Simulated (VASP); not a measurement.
# Zr3S2 (R32) in VASP: single point with PBE

Aim: the single point of Zr3S2 with PBE.

All numbers are computed with VASP 6.6.1; they aren't measurements. Logs are shortened: lines on timing, memory, paths and dates and some standing lists are left out, and cuts for length are marked.

### 1 The cell of the first run

The structure is trigonal, space group R32 (No. 155). The conventional cell has a = 5.790 Å, b = 5.790 Å, c = 10.441 Å, α = 90.00°, β = 90.00°, γ = 120.00°. Within 3.5 Å of Zr (site symmetry 2) lie 4 S at 2.60 to 2.61 Å and 8 Zr at 3.32 to 3.48 Å. S (site symmetry 3) has 6 Zr at 2.60 to 2.61 Å and 4 S at 3.34 to 3.45 Å within 3.5 Å.

### 2 Single point, PBE

INCAR reads:

```
ALGO = Fast ; EDIFF = 1E-6
ENCUT = 520 ; GGA = PE
ISIF = 2 ; ISMEAR = 0
LASPH = True ; LCHARG = False
LREAL = False ; LWAVE = False
NBANDS = 32 ; NELM = 80
PREC = Accurate ; SIGMA = 0.15
```

KPOINTS reads:

```
k-points
0
Gamma
  12 12 12
```

POSCAR reads:

```
Zr3S2
1.0
    2.8952118344      1.6715513320      3.4803742122
   -2.8952118344      1.6715513320      3.4803742122
    0.0000000000     -3.3431026639      3.4803742122
Zr S
3 2
Direct
    0.1621066356      0.8378933644      0.5000000000
    0.5000000000      0.1621066356      0.8378933644
    0.8378933644      0.5000000000      0.1621066356
    0.3347765468      0.3347765468      0.3347765468
    0.6652234532      0.6652234532      0.6652234532
```

Potentials or basis: VASP PAW PBE potentials, release 64 (Zr_sv, S).

Run with:

```
$ cat potpaw_PBE.64/Zr_sv/POTCAR potpaw_PBE.64/S/POTCAR > POTCAR
$ mpirun -np 1 vasp_std > vasp.out
```

OUTCAR:

```text
EDIFF = 1E-6
   ENCUT = 520
   GGA = PE
   ISIF = 2
   ISMEAR = 0
   LASPH = True
   LREAL = False
   NELM = 80
   PREC = Accurate

 ion  position               nearest neighbor table
   1  0.162  0.838  0.500-   4 2.60   5 2.60   5 2.61   4 2.61   3 3.32   2 3.32   3 3.32   2 3.32
                             3 3.39   2 3.39   2 3.48   3 3.48
   2  0.500  0.162  0.838-   4 2.60   5 2.60   4 2.61   5 2.61   3 3.32   3 3.32   1 3.32   1 3.32
                             1 3.39   3 3.39   1 3.48   3 3.48
   3  0.838  0.500  0.162-   5 2.60   4 2.60   5 2.61   4 2.61   2 3.32   2 3.32   1 3.32   1 3.32
                             1 3.39   2 3.39   1 3.48   2 3.48
   4  0.335  0.335  0.335-   2 2.60   3 2.60   1 2.60   2 2.61   1 2.61   3 2.61
   5  0.665  0.665  0.665-   3 2.60   2 2.60   1 2.60   3 2.61   1 2.61   2 2.61

  LATTYP: Found a trigonal (rhomboedric) cell.
 ALAT       =     4.8259030324
 COS(alpha) =     0.2801640976

  Lattice vectors:

 A1 = (   2.8952118344,   1.6715513320,   3.4803742122)
 A2 = (  -2.8952118344,   1.6715513320,   3.4803742122)
 A3 = (   0.0000000000,  -3.3431026639,   3.4803742122)

Analysis of symmetry for initial positions (statically):
=====================================================================
 Subroutine PRICEL returns:
 Original cell was already a primitive cell.

 Routine SETGRP: Setting up the symmetry group for a
 trigonal (rhombohedral) supercell.

 Subroutine GETGRP returns: Found  6 space group operations
 (whereof  6 operations were pure point group operations)
 out of a pool of 12 trial point group operations.

The static configuration has the point symmetry D_3 .

Analysis of symmetry for dynamics (positions and initial velocities):
=====================================================================
 Subroutine PRICEL returns:
 Original cell was already a primitive cell.

 Routine SETGRP: Setting up the symmetry group for a
 trigonal (rhombohedral) supercell.

 Subroutine GETGRP returns: Found  6 space group operations
 (whereof  6 operations were pure point group operations)
 out of a pool of 12 trial point group operations.

The dynamic configuration has the point symmetry D_3 .

 Subroutine INISYM returns: Found  6 space group operations
 (whereof  6 operations are pure point group operations),
 and found     1 'primitive' translations

----------------------------------------------------------------------------------------

                                     Primitive cell

  volume of cell :     101.0595

  direct lattice vectors                    reciprocal lattice vectors
     2.895211834  1.671551332  3.480374212     0.172698935  0.099707777  0.095775142
    -2.895211834  1.671551332  3.480374212    -0.172698935  0.099707777  0.095775142
     0.000000000 -3.343102664  3.480374212     0.000000000 -0.199415553  0.095775142

  length of vectors
     4.825903032  4.825903032  4.825903032     0.221222604  0.221222604  0.221222604

  position of ions in fractional coordinates (direct lattice)
     0.162106636  0.837893364  0.500000000
     0.500000000  0.162106636  0.837893364
     0.837893364  0.500000000  0.162106636
     0.334776547  0.334776547  0.334776547
     0.665223453  0.665223453  0.665223453

  ion indices of the primitive-cell ions
   primitive index   ion index
                 1           1
                 2           2
                 3           3
                 4           4
                 5           5

----------------------------------------------------------------------------------------

 KPOINTS: k-points

Automatic generation of k-mesh.
 Grid dimensions read from file:
 generate k-points for:   12   12   12

 Generating k-lattice:

  Cartesian coordinates                     Fractional coordinates (reciprocal lattice)
     0.014391578  0.008308981  0.007981262     0.083333333 -0.000000000 -0.000000000
    -0.014391578  0.008308981  0.007981262    -0.000000000  0.083333333 -0.000000000
     0.000000000 -0.016617963  0.007981262     0.000000000  0.000000000  0.083333333

  Length of vectors
     0.018435217  0.018435217  0.018435217

  Shift w.r.t. Gamma in fractional coordinates (k-lattice)
     0.000000000  0.000000000  0.000000000

 Subroutine IBZKPT returns following result:
 ===========================================

 Found    189 irreducible k-points:

 Following reciprocal coordinates:
            Coordinates               Weight
  0.000000  0.000000  0.000000      1.000000
  0.083333 -0.000000  0.000000      6.000000
  0.166667 -0.000000  0.000000      6.000000
  0.250000 -0.000000  0.000000      6.000000
  0.333333 -0.000000  0.000000      6.000000
  0.416667 -0.000000  0.000000      6.000000
[... 16 lines left out ...]
  0.500000  0.166667  0.000000     12.000000
 -0.416667  0.166667  0.000000     12.000000
 [... further k-points ...]
   k-points           NKPTS =    189   k-points in BZ     NKDIM =    189   number of bands    NBANDS=     32
   number of dos      NEDOS =    301   number of ions     NIONS =      5
   total plane-waves  NPLWV =  46656
   dimension x,y,z NGX =    36 NGY =   36 NGZ =   36
   dimension x,y,z NGXF=    72 NGYF=   72 NGZF=   72
   ions per type =               3   2
   NGX,Y,Z   is equivalent  to a cutoff of  12.40, 12.40, 12.40 a.u.
   NGXF,Y,Z  is equivalent  to a cutoff of  24.80, 24.80, 24.80 a.u.
 SYSTEM =  unknown system
   PREC   = accura    normal or accurate (medium, high low for compatibility)
   ISTART =      0    job   : 0-new  1-cont  2-samecut
   ICHARG =      2    charge: 1-file 2-atom 10-const
   ISPIN  =      1    spin polarized calculation?
   LNONCOLLINEAR =      F non collinear calculations
   LSORBIT =      F    spin-orbit coupling
   LASPH  =      T    aspherical Exc in radial PAW
   ENCUT  =  520.0 eV  38.22 Ry    6.18 a.u.   8.97  8.97  8.97*2*pi/ulx,y,z
   NELM   =     80;   NELMIN=  2; NELMDL= -5     # of ELM steps
   EDIFF  = 0.1E-05   stopping-criterion for ELM
   LREAL  =      F    real-space projection
   EDIFFG = 0.1E-04   stopping-criterion for IOM
   NSW    =      0    number of steps for IOM
   IBRION =     -1    ionic relax: 0-MD 1-quasi-New 2-CG
   NFREE  =      0    steps in history (QN), initial steepest desc. (CG)
   ISIF   =      2    stress and relaxation
   ISYM   =      2    0-nonsym 1-usesym 2-fastsym
   POTIM  = 0.5000    time-step for ionic-motion
   TEBEG  =    0.0;   TEEND  =   0.0 temperature during run
   PSTRESS=    0.0 pullay stress
   NELECT =      48.0000    total number of electrons
   NUPDOWN=      -1.0000    fix difference up-down
   EMIN   =  10.00;   EMAX   =-10.00  energy-range for DOS
   EFERMI =   0.00;   METHOD = LEGACY
   ISMEAR =     0;   SIGMA  =   0.15  broadening in eV -4-tet -1-fermi 0-gaus
   EFERMI_NEDOS =   21; number of points for ismear=-14 and -15
   IALGO  =     68    algorithm
   IMIX   =      4    mixing-type and parameters
     AMIX     =   0.40;   BMIX     =  1.00
     AMIX_MAG =   1.60;   BMIX_MAG =  1.00
  volume/ion in A,a.u.               =      20.21       136.40
  Fermi-wavevector in a.u.,A,eV,Ry     =   1.277310  2.413765 22.198173  1.631520
  Thomas-Fermi vector in A             =   2.409916
   LORBIT       =      0    0 simple, 1 ext, 2 COOP (PROOUT), +10 PAW based schemes
   GGA     = PE    functional components
   LHFCALC =     F    Hartree Fock is set to
   AEXX    =    0.0000 exact exchange contribution
   IVDW    =     0    specifies the selected vdW correction
   LEPSILON=     F    determine dielectric tensor
   LRPA    =     F    only Hartree local field effects (RPA)
 non-spin polarized calculation
 RMM-DIIS sequential band-by-band and
 Gauss-broadening in eV      SIGMA  =   0.15
  energy-cutoff  :      520.00
  volume of cell :      101.06
 maximum number of plane-waves:      2744
   NGX = 17   NGY = 17   NGZ = 17

 number of electron      47.9999998 magnetization

 Free energy of the ion-electron system (eV)
  ---------------------------------------------------
  ext. energy  EPLUGINS =         0.00000000
  ---------------------------------------------------
  free energy    TOTEN  =       -39.24502896 eV

  energy without entropy =      -39.21781611  energy(sigma->0) =      -39.23142254

 E-fermi :   8.9545     XC(G=0): -10.9424

 val. band max:        8.9523736012   @ k =   0.2500   0.1667   0.0833
 cond. band min:       8.9550940942   @ k =   0.3333   0.2500   0.2500
 fundamental gap:      0.0027204930
 Fermi energy:         8.9545322619

 k-point     1 :       0.0000    0.0000    0.0000
  band No.  band energies     occupation
      1     -40.1436      2.00000
      2     -40.0629      2.00000
      3     -40.0629      2.00000
      4     -18.3109      2.00000
      5     -18.3109      2.00000
      6     -18.3040      2.00000
[... 24 lines left out ...]
     31      12.2515      0.00000
     32      12.4770      0.00000

 k-point     2 :       0.0833   -0.0000    0.0000
  band No.  band energies     occupation
      1     -40.1421      2.00000
      2     -40.0651      2.00000
      3     -40.0622      2.00000
      4     -18.3400      2.00000
      5     -18.3234      2.00000
      6     -18.3104      2.00000
[... 24 lines left out ...]
     31      12.4141      0.00000
     32      12.5314      0.00000

 k-point     3 :       0.1667   -0.0000    0.0000
  band No.  band energies     occupation
      1     -40.1378      2.00000
      2     -40.0690      2.00000
      3     -40.0626      2.00000
      4     -18.3661      2.00000
      5     -18.3523      2.00000
      6     -18.3253      2.00000
[... 24 lines left out ...]
     31      12.3619      0.00000
     32      12.5945      0.00000

 k-point     4 :       0.2500   -0.0000    0.0000
  band No.  band energies     occupation
      1     -40.1309      2.00000
      2     -40.0748      2.00000
      3     -40.0635      2.00000
      4     -18.3813      2.00000
      5     -18.3789      2.00000
      6     -18.3338      2.00000
[... 24 lines left out ...]
     31      12.3134      0.00000
     32      12.6407      0.00000

 k-point     5 :       0.3333   -0.0000    0.0000
  band No.  band energies     occupation
      1     -40.1222      2.00000
      2     -40.0824      2.00000
      3     -40.0645      2.00000
      4     -18.3994      2.00000
      5     -18.3886      2.00000
      6     -18.3276      2.00000
[... 584 lines left out ...]
     31      12.4700      0.00000
     32      12.6173      0.00000

 k-point    22 :       0.4167    0.1667    0.0000
  band No.  band energies     occupation
      1     -40.1150      2.00000
      2     -40.0861      2.00000
      3     -40.0677      2.00000
      4     -18.4201      2.00000
      5     -18.3708      2.00000
      6     -18.3649      2.00000
[... 24 lines left out ...]
     31      12.3767      0.00000
     32      12.6711      0.00000

 k-point    23 :       0.5000    0.1667    0.0000
  band No.  band energies     occupation
      1     -40.1053      2.00000
      2     -40.0941      2.00000
      3     -40.0695      2.00000
      4     -18.4072      2.00000
      5     -18.3826      2.00000
      6     -18.3485      2.00000
[... 24 lines left out ...]
     31      12.2330      0.00000
     32      12.6501      0.00000

 k-point    24 :      -0.4167    0.1667    0.0000
  band No.  band energies     occupation
      1     -40.1035      2.00000
      2     -40.0948      2.00000
      3     -40.0707      2.00000
      4     -18.3973      2.00000
      5     -18.3850      2.00000
      6     -18.3285      2.00000
[... 24 lines left out ...]
     31      12.0600      0.00000
     32      12.5975      0.00000

 [... further k-points ...]
[... 5 lines left out ...]
  --------------------------------------------------------------------------------------
  -------------------------------------------------------------------------------------
  Total        0.0065495      0.0065495      0.0200366      0.0000000      0.0000000      0.0000000
  in kB        0.1038344      0.1038344      0.3176558      0.0000000      0.0000000      0.0000000
  external PRESSURE =       0.1751082 kB  Pullay stress =       0.0000000 kB

 VOLUME and BASIS-vectors are now :
 -----------------------------------------------------------------------------
  energy-cutoff  :      520.00
  volume of cell :      101.06
      direct lattice vectors                 reciprocal lattice vectors
     2.895211834  1.671551332  3.480374212     0.172698935  0.099707777  0.095775142
    -2.895211834  1.671551332  3.480374212    -0.172698935  0.099707777  0.095775142
     0.000000000 -3.343102664  3.480374212     0.000000000 -0.199415553  0.095775142

 POSITION                                       TOTAL-FORCE (eV/Angst)
 -----------------------------------------------------------------------------------
     -1.95655      0.00000      5.22056        -0.005665      0.000000     -0.000000
      0.97827     -1.69442      5.22056         0.002833     -0.004906      0.000000
      0.97827      1.69442      5.22056         0.002833      0.004906      0.000000
      0.00000      0.00000      3.49544         0.000000      0.000000      0.003350
      0.00000      0.00000      6.94568         0.000000     -0.000000     -0.003350
 -----------------------------------------------------------------------------------
    total drift:                               -0.000000      0.000000     -0.000000

  FREE ENERGIE OF THE ION-ELECTRON SYSTEM (eV)
  ---------------------------------------------------
  free  energy   TOTEN  =       -39.2450289647 eV

  energy  without entropy=      -39.2178161056  energy(sigma->0) =      -39.23142254
```

Run time: 36 min. Hardware: 1 thread of Oxide Virtual Turin-like, shared host; peak memory 0.52 GiB.

Results:

- Free energy: -39.2450 eV
- Pressure: 0.0 GPa
- Largest force: 0.006 eV/Å
- Band gap on the k mesh: zero (bands 24 and 25 overlap by 0.33 eV)

Forces in eV/Å, atoms in the order of the input:
```
Zr  -0.006  0.000  0.000
Zr   0.003 -0.005  0.000
Zr   0.003  0.005  0.000
S    0.000  0.000  0.003
S    0.000  0.000 -0.003
```
